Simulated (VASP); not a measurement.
Write the native input for VASP 6.6.1 that does the following.

```yaml
Task: single point
Functional: RPBE
Potentials_or_basis: VASP PAW PBE potentials, release 64 (In_d)
Cutoff: 520 eV
k_mesh: 8 × 8 × 11
Occupations: fermi-dirac, width 0.1 eV
Spin: no spin polarisation
Dipole_correction: no
Further_INCAR_settings: ALGO = Normal; EDIFF = 1e-06; NBANDS = 26
```

The structure of In lies in POSCAR:

```
In
1.0
    5.5368490435      0.0000000000      0.0000000000
   -2.7684245218      4.7950519285      0.0000000000
    0.0000000000      0.0000000000      3.4400392869
In
3
Direct
    0.0000000000      0.0000000000      0.0000000000
    0.3333333333      0.6666666667      0.5000000000
    0.6666666667      0.3333333333      0.5000000000
```

This isn't the form of In at room conditions, which is tetragonal.

The input as run:

INCAR

```
SYSTEM = In
PREC = Accurate
ENCUT = 520
EDIFF = 1E-6
ISMEAR = -1
SIGMA = 0.1
LREAL = .False.
LASPH = .True.
NELM = 100
ALGO = Normal
ISIF = 2
LWAVE = .False.
LCHARG = .False.
GGA = RP
NBANDS = 26
```

KPOINTS

```
regular mesh
0
Gamma
  8 8 11
  0 0 0
```

Potentials or basis: VASP PAW PBE potentials, release 64 (In_d).

Command:

```sh
$ cat potpaw_PBE.64/In_d/POTCAR > POTCAR
$ mpirun -np 1 vasp_std > vasp.out
```

Results of the run:

```
Pressure               : -0.9 GPa
Band gap on the k mesh : zero (an odd number of electrons rules out a gap without spin polarisation)
```

Caveat: the PAW data sets were made with another functional, which shifts forces and pressure a little; spin-orbit coupling is left out, which moves the levels of the heavy elements.

It took 42 s on 1 thread of Intel(R) Xeon(R) 6975P-C (Granite Rapids), with other jobs on the host, peak memory 0.27 GiB.
